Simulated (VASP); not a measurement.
BN, 4 atoms in the cell. The structure is hexagonal, space group P6_3/mmc (No. 194). The conventional cell has a = 2.697 Å, b = 2.697 Å, c = 5.740 Å, α = 90.00°, β = 90.00°, γ = 120.00°. B (site symmetry -6m2) has 3 N at 1.56 Å within 2.1 Å. Within 2.1 Å of N (site symmetry -6m2) lie 3 B at 1.56 Å.  This cell differs from its parent crystal: ratio of the length along z to the lengths across it x 0.8, volume and fractional coordinates fixed.

```yaml
Program: VASP 6.6.1
Task: single point
Functional: LDA
Potentials_or_basis: VASP PAW LDA potentials, release 64 (B, N)
Cutoff: 520 eV
k_mesh: 12 × 12 × 4
Occupations: gaussian, width 0.05 eV
Spin: no spin polarisation
Dipole_correction: no
Further_INCAR_settings: ALGO = Normal; EDIFF = 1e-06; NBANDS = 16
```

Potentials or basis: VASP PAW LDA potentials, release 64 (B, N).

Command:

```sh
$ cat potpaw_LDA.64/B/POTCAR potpaw_LDA.64/N/POTCAR > POTCAR
$ mpirun -np 1 vasp_std > vasp.out
```

Hardware: 1 thread of Intel(R) Xeon(R) Platinum 8259CL CPU @ 2.50GHz (Skylake/Cascade Lake), with other jobs on the host.

Q: Estimate the wall time of this run.

A: Wall time 26 s on 1 thread of Intel(R) Xeon(R) Platinum 8259CL CPU @ 2.50GHz (Skylake/Cascade Lake) (shared host), peak memory 0.14 GiB. Counts: scf iterations 12, k points 57.
